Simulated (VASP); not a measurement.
Wanted: the native input for a VASP 6.6.1 run.

* Task: single point
* Functional: r2SCAN
* Dispersion: rVV10
* Potentials or basis: VASP PAW PBE potentials, release 64 (Cd_sv_GW, S)
* Cutoff: 700 eV
* k mesh: 8 × 8 × 8
* Occupations: fermi-dirac, width 0.03 eV
* Spin: no spin polarisation
* Dipole correction: no
* Further INCAR settings: ALGO = Normal; EDIFF = 1e-06; NBANDS = 34

Crystal: CdS.

```
Cd S
1.0
    -1.86911    1.86911    6.71446
     1.86911   -1.86911    6.71446
     1.86911    1.86911   -6.71446
Cd S
2 2
Direct
  0.83800 0.83800 0.00000
  0.16200 0.16200 0.00000
  0.63914 0.63914 0.00000
  0.36086 0.36086 0.00000
```

The input as run:

POSCAR

```
CdS
1.0
   -1.8691104361      1.8691104361      6.7144638983
    1.8691104361     -1.8691104361      6.7144638983
    1.8691104361      1.8691104361     -6.7144638983
Cd S
2 2
Direct
    0.8380036902      0.8380036902      0.0000000000
    0.1619963098      0.1619963098      0.0000000000
    0.6391352442      0.6391352442      0.0000000000
    0.3608647558      0.3608647558      0.0000000000
```

INCAR.step1

```
ALGO = Normal
EDIFF = 1E-5
ENCUT = 700
GGA = PE
GGA_COMPAT = F
ISMEAR = -1
LASPH = T
LCHARG = F
LREAL = F
LWAVE = T
NBANDS = 34
NELM = 120
PREC = Accurate
SIGMA = 0.03
```

INCAR.step2

```
ALGO = Normal
BPARAM = 11.95
CPARAM = 0.0093
EDIFF = 1E-6
ENCUT = 700
GGA_COMPAT = F
ISIF = 2
ISMEAR = -1
ISTART = 1
IVDW_NL = 2
LASPH = T
LCHARG = F
LMIXTAU = T
LREAL = F
LUSE_VDW = T
LWAVE = F
METAGGA = R2SCAN
NBANDS = 34
NELM = 120
PREC = Accurate
SIGMA = 0.03
```

KPOINTS

```
k-points
0
Gamma
  8 8 8
```

Potentials or basis: VASP PAW PBE potentials, release 64 (Cd_sv_GW, S).

The run is started by

```bash
$ cat potpaw_PBE.64/Cd_sv_GW/POTCAR potpaw_PBE.64/S/POTCAR > POTCAR
$ cp INCAR.step1 INCAR
$ mpirun -np 1 vasp_std > vasp.out
$ cp INCAR.step2 INCAR
$ mpirun -np 1 vasp_std > vasp.out
```

It gave:

```yaml
Pressure: 0.0 GPa
Band_gap_on_the_k_mesh: 0.65 eV (least direct gap 1.76 eV)
```

Caveat: semilocal functionals underestimate gaps, and a narrow one can read as zero; the PAW data sets were made with another functional, which shifts forces and pressure a little.

Wall time 32 min on 1 thread of Intel(R) Xeon(R) 6975P-C (Granite Rapids) (shared host), peak memory 1.7 GiB.
